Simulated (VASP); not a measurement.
Input of a VASP 6.6.1 run:

File INCAR:

```
SYSTEM = Mn
PREC = Accurate
ENCUT = 520
EDIFF = 1E-7
ISMEAR = -1
SIGMA = 0.05
LREAL = .False.
LASPH = .True.
NELM = 150
ALGO = Normal
ISIF = 2
LWAVE = .False.
LCHARG = .False.
ISPIN = 2
MAGMOM = 1.916 -1.916
LORBIT = 11
LMAXMIX = 4
GGA = PS
NBANDS = 24
```

KPOINTS

```
Automatic mesh
0
Gamma
  19 19 19
  0 0 0
```

POSCAR

```
Mn
1.0
    0.0000000000      2.3161578407      2.3161578407
    2.3161578407      0.0000000000      2.3161578407
    2.3161578407      2.3161578407      0.0000000000
Mn
2
Direct
    0.0000000000      0.0000000000      0.0000000000
    0.5000000000      0.5000000000      0.5000000000
```

Potentials or basis: VASP PAW PBE potentials, release 64 (Mn_pv).

The run is started by

```bash
$ cat potpaw_PBE.64/Mn_pv/POTCAR > POTCAR
$ mpirun -np 1 vasp_std > vasp.out
```

(1) Predict the net moment.

(2) Estimate the pressure.

## Answers

(1) 0.00 μB per cell.

(2) 0.3 GPa.

Caveat: the PAW data sets were made with another functional, which shifts forces and pressure a little.
